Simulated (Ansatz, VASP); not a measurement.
## Pb: VASP beside Ansatz

```xyz
1
Lattice="0.0000 2.5274 2.5274 2.5274 0.0000 2.5274 2.5274 2.5274 0.0000" Properties=species:S:1:pos:R:3 pbc="T T T"
Pb    0.0000    0.0000    0.0000
```

Alike in both runs: task single point; functional r2SCAN; k mesh 16 × 16 × 16; occupations gaussian, width 0.05 eV; no spin polarisation.

|  | VASP | Ansatz |
| --- | --- | --- |
| version | VASP 6.6.1 | Ansatz 0.2.0 |
| potentials or method | VASP PAW PBE potentials, release 64 (Pb_d), cutoff 520 eV | scalar-relativistic, plane waves, PAW |
| valence electrons in the cell | 14 | 14 |

VASP gave:

- gap on the k mesh at the Fermi level (eV): none
- pressure (GPa): -1.7

Q: What did Ansatz give for the same quantities?

A: gap on the k mesh at the Fermi level (eV): none; pressure (GPa): -1.6.

VASP's potentials were made for PBE, not for r2SCAN. A gap of «none» marks a metal or a gap that the smearing closes.

Neither program's run includes spin-orbit coupling.
